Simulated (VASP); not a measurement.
# AgI (Iodargyrite) (P6_3mc) in VASP: further runs

Aim: see how the results for AgI (Iodargyrite) move with the level of theory and the settings. Levels: r2SCAN, HSE06. Tasks: single point.

Program: VASP 6.6.1. These are calculated values, not measurements. Logs are shortened: lines on timing, memory, paths and dates and some standing lists are left out, and cuts for length are marked.

### Step 1. The cell of the first run

Symmetry: P6_3mc, No. 186, hexagonal system. Conventional cell: a = 4.651 Å, b = 4.651 Å, c = 7.600 Å, α = 90.00°, β = 90.00°, γ = 120.00°. Ag (site symmetry 3m) has 4 I at 2.85 Å within 3.8 Å. I (site symmetry 3m) has 4 Ag at 2.85 Å within 3.8 Å.

### Step 2. Single point, r2SCAN

POSCAR

```
AgI
1.0
    4.6507421514      0.0000000000      0.0000000000
   -2.3253710757      4.0276608495      0.0000000000
    0.0000000000      0.0000000000      7.5997163705
Ag I
2 2
Direct
    0.6666666667      0.3333333333      0.6275238183
    0.3333333333      0.6666666667      0.1275238183
    0.6666666667      0.3333333333      0.0024761817
    0.3333333333      0.6666666667      0.5024761817
```

INCAR.step1

```
SYSTEM = AgI
PREC = Accurate ; ENCUT = 550
ISMEAR = 0 ; SIGMA = 0.01
LREAL = .False. ; LASPH = .True.
NELM = 120 ; NBANDS = 26
GGA = PE ; ALGO = Normal
EDIFF = 1E-5 ; LWAVE = .True.
LCHARG = .False. ; GGA_COMPAT = .False.
```

INCAR.step2

```
SYSTEM = AgI
PREC = Accurate ; ENCUT = 550
EDIFF = 1E-6 ; ISMEAR = 0
SIGMA = 0.01 ; LREAL = .False.
LASPH = .True. ; NELM = 120
ALGO = Normal ; ISIF = 2
LWAVE = .False. ; LCHARG = .False.
METAGGA = R2SCAN ; LMIXTAU = .True.
NBANDS = 26 ; ISTART = 1
GGA_COMPAT = .False.
```

KPOINTS

```
Automatic mesh
0
Gamma
  6 6 4
  0 0 0
```

Potentials or basis: VASP PAW PBE potentials, release 64 (Ag, I).

Run with:

```bash
> cat potpaw_PBE.64/Ag/POTCAR potpaw_PBE.64/I/POTCAR > POTCAR
> cp INCAR.step1 INCAR
> mpirun -np 1 vasp_std > vasp.out
> cp INCAR.step2 INCAR
> mpirun -np 1 vasp_std > vasp.out
```

OUTCAR:

```text
SYSTEM = AgI
   PREC = Accurate
   ENCUT = 550
   EDIFF = 1E-6
   ISMEAR = 0
   LREAL = .False.
   LASPH = .True.
   NELM = 120
   ISIF = 2
   METAGGA = R2SCAN
   ISTART = 1

 ion  position               nearest neighbor table
   1  0.667  0.333  0.628-   4 2.85   4 2.85   4 2.85   3 2.85
   2  0.333  0.667  0.128-   3 2.85   3 2.85   3 2.85   4 2.85
   3  0.667  0.333  0.002-   2 2.85   2 2.85   2 2.85   1 2.85
   4  0.333  0.667  0.502-   1 2.85   1 2.85   1 2.85   2 2.85

  LATTYP: Found a hexagonal cell.
 ALAT       =     4.6507421514
 C/A-ratio  =     1.6340868023

  Lattice vectors:

 A1 = (   4.6507421514,   0.0000000000,   0.0000000000)
 A2 = (  -2.3253710757,   4.0276608495,   0.0000000000)
 A3 = (   0.0000000000,   0.0000000000,   7.5997163705)

Analysis of symmetry for initial positions (statically):
=====================================================================
 Subroutine PRICEL returns:
 Original cell was already a primitive cell.

 Routine SETGRP: Setting up the symmetry group for a
 hexagonal supercell.

 Subroutine GETGRP returns: Found 12 space group operations
 (whereof  6 operations were pure point group operations)
 out of a pool of 24 trial point group operations.

The static configuration has the point symmetry C_3v.
 The point group associated with its full space group is C_6v.

Analysis of symmetry for dynamics (positions and initial velocities):
=====================================================================
 Subroutine PRICEL returns:
 Original cell was already a primitive cell.

 Routine SETGRP: Setting up the symmetry group for a
 hexagonal supercell.

 Subroutine GETGRP returns: Found 12 space group operations
 (whereof  6 operations were pure point group operations)
 out of a pool of 24 trial point group operations.

The dynamic configuration has the point symmetry C_3v.
 The point group associated with its full space group is C_6v.

 Subroutine INISYM returns: Found 12 space group operations
 (whereof  6 operations are pure point group operations),
 and found     1 'primitive' translations

----------------------------------------------------------------------------------------

                                     Primitive cell

  volume of cell :     142.3549

  direct lattice vectors                    reciprocal lattice vectors
     4.650742151  0.000000000  0.000000000     0.215019446  0.124141535  0.000000000
    -2.325371076  4.027660850  0.000000000     0.000000000  0.248283070  0.000000000
     0.000000000  0.000000000  7.599716371     0.000000000  0.000000000  0.131583858

  length of vectors
     4.650742151  4.650742151  7.599716371     0.248283070  0.248283070  0.131583858

  position of ions in fractional coordinates (direct lattice)
     0.666666667  0.333333333  0.627523818
     0.333333333  0.666666667  0.127523818
     0.666666667  0.333333333  0.002476182
     0.333333333  0.666666667  0.502476182

  ion indices of the primitive-cell ions
   primitive index   ion index
                 1           1
                 2           2
                 3           3
                 4           4

----------------------------------------------------------------------------------------

 KPOINTS: Automatic mesh

Automatic generation of k-mesh.
 Grid dimensions read from file:
 generate k-points for:    6    6    4

 Generating k-lattice:

  Cartesian coordinates                     Fractional coordinates (reciprocal lattice)
     0.035836574  0.020690256  0.000000000     0.166666667  0.000000000  0.000000000
     0.000000000  0.041380512  0.000000000     0.000000000  0.166666667  0.000000000
     0.000000000  0.000000000  0.032895965     0.000000000  0.000000000  0.250000000

  Length of vectors
     0.041380512  0.041380512  0.032895965

  Shift w.r.t. Gamma in fractional coordinates (k-lattice)
     0.000000000  0.000000000  0.000000000

 Subroutine IBZKPT returns following result:
 ===========================================

 Found     21 irreducible k-points:

 Following reciprocal coordinates:
            Coordinates               Weight
  0.000000  0.000000  0.000000      1.000000
  0.166667  0.000000  0.000000      6.000000
  0.333333  0.000000  0.000000      6.000000
  0.500000  0.000000  0.000000      3.000000
  0.166667  0.166667  0.000000      6.000000
  0.333333  0.166667  0.000000     12.000000
[... 13 lines left out ...]
  0.333333  0.166667  0.500000     12.000000
  0.333333  0.333333  0.500000      2.000000
   k-points           NKPTS =     21   k-points in BZ     NKDIM =     21   number of bands    NBANDS=     26
   number of dos      NEDOS =    301   number of ions     NIONS =      4
   total plane-waves  NPLWV =  77760
   dimension x,y,z NGX =    36 NGY =   36 NGZ =   60
   dimension x,y,z NGXF=    72 NGYF=   72 NGZF=  120
   ions per type =               2   2
   NGX,Y,Z   is equivalent  to a cutoff of  12.87, 12.87, 13.13 a.u.
   NGXF,Y,Z  is equivalent  to a cutoff of  25.74, 25.74, 26.25 a.u.
 SYSTEM =  AgI
   PREC   = accura    normal or accurate (medium, high low for compatibility)
   ISTART =      1    job   : 0-new  1-cont  2-samecut
   ICHARG =      0    charge: 1-file 2-atom 10-const
   ISPIN  =      1    spin polarized calculation?
   LNONCOLLINEAR =      F non collinear calculations
   LSORBIT =      F    spin-orbit coupling
   LASPH  =      T    aspherical Exc in radial PAW
   ENCUT  =  550.0 eV  40.42 Ry    6.36 a.u.   8.89  8.89 14.53*2*pi/ulx,y,z
   NELM   =    120;   NELMIN=  2; NELMDL=  0     # of ELM steps
   EDIFF  = 0.1E-05   stopping-criterion for ELM
   LREAL  =      F    real-space projection
   EDIFFG = 0.1E-04   stopping-criterion for IOM
   NSW    =      0    number of steps for IOM
   IBRION =     -1    ionic relax: 0-MD 1-quasi-New 2-CG
   NFREE  =      0    steps in history (QN), initial steepest desc. (CG)
   ISIF   =      2    stress and relaxation
   ISYM   =      2    0-nonsym 1-usesym 2-fastsym
   POTIM  = 0.5000    time-step for ionic-motion
   TEBEG  =    0.0;   TEEND  =   0.0 temperature during run
   PSTRESS=    0.0 pullay stress
   NELECT =      36.0000    total number of electrons
   NUPDOWN=      -1.0000    fix difference up-down
   EMIN   =  10.00;   EMAX   =-10.00  energy-range for DOS
   EFERMI =   0.00;   METHOD = LEGACY
   ISMEAR =     0;   SIGMA  =   0.01  broadening in eV -4-tet -1-fermi 0-gaus
   EFERMI_NEDOS =   21; number of points for ismear=-14 and -15
   IALGO  =     38    algorithm
   IMIX   =      4    mixing-type and parameters
     AMIX     =   0.40;   BMIX     =  1.00
     AMIX_MAG =   1.60;   BMIX_MAG =  1.00
  volume/ion in A,a.u.               =      35.59       240.16
  Fermi-wavevector in a.u.,A,eV,Ry     =   1.035265  1.956367 14.582362  1.071773
  Thomas-Fermi vector in A             =   2.169600
   LORBIT       =      0    0 simple, 1 ext, 2 COOP (PROOUT), +10 PAW based schemes
   METAGGA = R2SCAN    functional components
   LHFCALC =     F    Hartree Fock is set to
   AEXX    =    0.0000 exact exchange contribution
   IVDW    =     0    specifies the selected vdW correction
   LEPSILON=     F    determine dielectric tensor
   LRPA    =     F    only Hartree local field effects (RPA)
 non-spin polarized calculation
 Gauss-broadening in eV      SIGMA  =   0.01
  energy-cutoff  :      550.00
  volume of cell :      142.35
 maximum number of plane-waves:      4194
 NGX is ok and might be reduce to    36
   NGX = 17   NGY = 17   NGZ = 29

 number of electron      36.0000007 magnetization

 Free energy of the ion-electron system (eV)
  ---------------------------------------------------
  ext. energy  EPLUGINS =         0.00000000
  ---------------------------------------------------
  free energy    TOTEN  =       -93.05238907 eV

  energy without entropy =      -93.05238907  energy(sigma->0) =      -93.05238907

 E-fermi :   2.5511     XC(G=0):  -8.7515

 val. band max:        2.4502687098   @ k =   0.0000   0.0000   0.0000
 cond. band min:       4.2794486503   @ k =   0.0000   0.0000   0.0000
 fundamental gap:      1.8291799405
 Fermi energy:         2.5511029284

 k-point     1 :       0.0000    0.0000    0.0000
  band No.  band energies     occupation
      1     -10.5443      2.00000
      2     -10.2702      2.00000
      3      -1.6320      2.00000
      4      -1.6306      2.00000
      5      -1.6305      2.00000
      6      -1.5293      2.00000
[... 18 lines left out ...]
     25       9.6352      0.00000
     26      10.0600      0.00000

 k-point     2 :       0.1667    0.0000    0.0000
  band No.  band energies     occupation
      1     -10.4855      2.00000
      2     -10.2416      2.00000
      3      -1.6759      2.00000
      4      -1.5916      2.00000
      5      -1.5865      2.00000
      6      -1.4944      2.00000
[... 18 lines left out ...]
     25       9.6844      0.00000
     26      10.1611      0.00000

 k-point     3 :       0.3333    0.0000    0.0000
  band No.  band energies     occupation
      1     -10.3543      2.00000
      2     -10.1928      2.00000
      3      -1.7320      2.00000
      4      -1.5800      2.00000
      5      -1.5035      2.00000
      6      -1.3864      2.00000
[... 18 lines left out ...]
     25      10.2298      0.00000
     26      10.7905      0.00000

 k-point     4 :       0.5000    0.0000    0.0000
  band No.  band energies     occupation
      1     -10.2727      2.00000
      2     -10.1817      2.00000
      3      -1.7192      2.00000
      4      -1.5923      2.00000
      5      -1.4660      2.00000
      6      -1.2783      2.00000
[... 18 lines left out ...]
     25      10.3392      0.00000
     26      12.1154      0.00000
[... 409 lines left out ...]
      1     -10.2967      2.00000
      2     -10.2967      2.00000
      3      -1.7427      2.00000
      4      -1.7427      2.00000
      5      -1.4797      2.00000
      6      -1.4797      2.00000
[... 18 lines left out ...]
     25      10.0060      0.00000
     26      10.0060      0.00000

 k-point    20 :       0.3333    0.1667    0.5000
  band No.  band energies     occupation
      1     -10.2260      2.00000
      2     -10.2260      2.00000
      3      -1.7227      2.00000
      4      -1.7227      2.00000
      5      -1.4066      2.00000
      6      -1.4066      2.00000
[... 18 lines left out ...]
     25      10.4055      0.00000
     26      10.4055      0.00000

 k-point    21 :       0.3333    0.3333    0.5000
  band No.  band energies     occupation
      1     -10.2024      2.00000
      2     -10.2024      2.00000
      3      -1.6053      2.00000
      4      -1.6053      2.00000
      5      -1.4651      2.00000
      6      -1.4651      2.00000
[... 18 lines left out ...]
     25      11.0336      0.00000
     26      11.0336      0.00000

------------------------ aborting loop because EDIFF is reached ----------------------------------------

  FORCE on cell =-STRESS in cart. coord.  units (eV):
  Direction    XX          YY          ZZ          XY          YZ          ZX
  --------------------------------------------------------------------------------------
  -------------------------------------------------------------------------------------
  Total       -0.1051545     -0.1051545     -0.1061537      0.0000000      0.0000000      0.0000000
  in kB       -1.1834932     -1.1834932     -1.1947399      0.0000000      0.0000000      0.0000000
  external PRESSURE =      -1.1872421 kB  Pullay stress =       0.0000000 kB

 VOLUME and BASIS-vectors are now :
 -----------------------------------------------------------------------------
  energy-cutoff  :      550.00
  volume of cell :      142.35
      direct lattice vectors                 reciprocal lattice vectors
     4.650742151  0.000000000  0.000000000     0.215019446  0.124141535  0.000000000
    -2.325371076  4.027660850  0.000000000     0.000000000  0.248283070  0.000000000
     0.000000000  0.000000000  7.599716371     0.000000000  0.000000000  0.131583858

 POSITION                                       TOTAL-FORCE (eV/Angst)
 -----------------------------------------------------------------------------------
      2.32537      1.34255      4.76900        -0.000000      0.000000     -0.000927
     -0.00000      2.68511      0.96914         0.000000     -0.000000     -0.000927
      2.32537      1.34255      0.01882         0.000000     -0.000000      0.000927
     -0.00000      2.68511      3.81868        -0.000000      0.000000      0.000927
 -----------------------------------------------------------------------------------
    total drift:                               -0.000000      0.000000     -0.000907

  FREE ENERGIE OF THE ION-ELECTRON SYSTEM (eV)
  ---------------------------------------------------
  free  energy   TOTEN  =       -93.0523890653 eV

  energy  without entropy=      -93.0523890653  energy(sigma->0) =      -93.05238907
```

Run time: 2.7 min. Hardware: 1 thread of Intel Xeon Platinum 8488C (Sapphire Rapids), shared host; peak memory 0.33 GiB.

Results:

- Free energy: -93.0524 eV
- Pressure: -0.1 GPa
- Band gap on the k mesh: 1.83 eV, direct

Caveat: the PAW data sets were made with another functional, which shifts forces and pressure a little; spin-orbit coupling is left out, which moves the levels of the heavy elements. r2SCAN opens gaps a little over a GGA but as a rule still falls short of measured ones.

### Step 3. Single point, HSE06

POSCAR is that of step 2.

INCAR.step1

```
SYSTEM = AgI
ALGO = Normal
EDIFF = 1E-5
ENCUT = 400
GGA = PE
GGA_COMPAT = .FALSE.
ISIF = 2
ISMEAR = 0
KPAR = 4
LASPH = .TRUE.
LCHARG = .FALSE.
LREAL = .FALSE.
LWAVE = .TRUE.
NBANDS = 26
NELM = 120
PREC = Accurate
SIGMA = 0.01
```

INCAR.step2

```
SYSTEM = AgI
ALGO = Normal
EDIFF = 1E-6
ENCUT = 400
GGA = PE
GGA_COMPAT = .FALSE.
HFSCREEN = 0.2079
ISIF = 2
ISMEAR = 0
ISTART = 1
KPAR = 4
LASPH = .TRUE.
LCHARG = .FALSE.
LHFCALC = .TRUE.
LREAL = .FALSE.
LWAVE = .FALSE.
NBANDS = 26
NELM = 120
PREC = Accurate
PRECFOCK = Normal
SIGMA = 0.01
```

KPOINTS

```
k-points
0
G
  6 6 2
  0 0 0
```

Potentials or basis: VASP PAW PBE potentials, release 64 (Ag, I).

Run with:

```bash
> cat potpaw_PBE.64/Ag/POTCAR potpaw_PBE.64/I/POTCAR > POTCAR
> cp INCAR.step1 INCAR
> mpirun -np 4 vasp_std > vasp.out
> cp INCAR.step2 INCAR
> mpirun -np 4 vasp_std > vasp.out
```

Run time: 15 min. Hardware: 4 MPI ranks of AMD EPYC 9R45 (Zen 5), shared host; peak memory 0.33 GiB.

Results (log left out):

- Free energy: -11.4683 eV
- Pressure: 0.3 GPa
- Band gap on the k mesh: 2.51 eV, direct

Levels at points of the mesh, in eV from the valence-band top:
```tsv
k point	band 15	band 16	band 17	band 18	band 19	band 20	band 21	band 22
(0.00, 0.00, 0.00)	-0.71	-0.06	0.00	0.00	2.51	3.83	6.99	6.99
(0.50, 0.00, 0.00)	-2.26	-1.79	-1.04	-0.71	4.52	4.75	5.89	7.08
(0.00, 0.00, 0.50)	-0.36	-0.36	-0.36	-0.36	3.81	3.81	6.79	6.79
(0.50, 0.00, 0.50)	-1.25	-1.25	-1.23	-1.23	4.42	4.42	6.03	6.03
```

Caveat: the PAW data sets were made with another functional, which shifts forces and pressure a little; spin-orbit coupling is left out, which moves the levels of the heavy elements.
